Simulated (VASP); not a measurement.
A run of VASP 6.6.1 is set up as follows.

File INCAR:

```
PREC = Accurate ; ENCUT = 500
EDIFF = 1E-6 ; ISMEAR = -1
SIGMA = 0.1 ; LREAL = False
LASPH = True ; NELM = 120
ALGO = Normal ; ISIF = 2
LWAVE = False ; LCHARG = False
NBANDS = 12 ; GGA_COMPAT = False
```

KPOINTS

```
Automatic mesh
0
Gamma
  9 9 9
```

POSCAR

```
Ti
1.0
    1.5842428223      1.5842428223      1.5842428223
   -1.5842428223      1.5842428223      1.5842428223
   -1.5842428223     -1.5842428223      1.5842428223
Ti
1
Direct
    0.0000000000      0.0000000000      0.0000000000
```

Potentials or basis: VASP PAW LDA potentials, release 64 (Ti_sv).

Command:

```console
$ cat potpaw_LDA.64/Ti_sv/POTCAR > POTCAR
$ mpirun -np 1 vasp_std > vasp.out
```

(1) What does it give for the band gap on the k mesh?

(2) What does it give for the pressure?

Results:

(1) zero (band 6 reaches 9.82 eV, above the bottom of band 7 at 8.25 eV).

(2) -0.2 GPa.
